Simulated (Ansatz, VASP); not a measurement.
**Two plane-wave programs on InGa2N3**

```
CELL_PARAMETERS angstrom
-0.00004 -0.00056 -5.39846
-0.00079 5.77693 0.00060
5.00954 -2.88915 -0.00026
ATOMIC_POSITIONS crystal
In 0.51011 0.67465 0.99999
In 0.01011 0.32533 0.00002
Ga 0.50739 0.33380 0.34082
Ga 0.50739 0.99299 0.65916
Ga 0.00740 0.66618 0.65917
Ga 0.00739 0.00701 0.34084
N 0.14101 0.33371 0.36003
N 0.14101 0.97365 0.63991
N 0.64101 0.66631 0.63997
N 0.64101 0.02636 0.36009
N 0.10508 0.69219 0.99997
N 0.60509 0.30782 0.00003
```

Change from the starting cell: cell x1, atoms moved at random (sigma 0.1 Å) and cell strained at random (1.5 %), then relaxed without symmetry.

Alike in both runs: functional PBE; k mesh 4 × 4 × 4; occupations gaussian, width 0.1 eV; no spin polarisation.

Ansatz relaxed the structure, and its values are those at the end. VASP's run is a single point on that final structure, the one shown.

```csv
,VASP,Ansatz
version,VASP 6.6.1,Ansatz 0.2.0
potentials or method,"VASP PAW PBE potentials, release 64 (In_d, Ga_d, N), cutoff 520 eV","scalar-relativistic, plane waves, PAW"
valence electrons in the cell,108,108
```

```csv
,VASP,Ansatz,Ansatz less VASP
gap on the k mesh at the Fermi level (eV),0.88,0.88,-0.001
least direct gap on the mesh (eV),0.88,0.88,-0.001
pressure (GPa),0.2,0.1,-0.13
rms of the force components (eV/Å),0.005,0.001,-0.0040
```
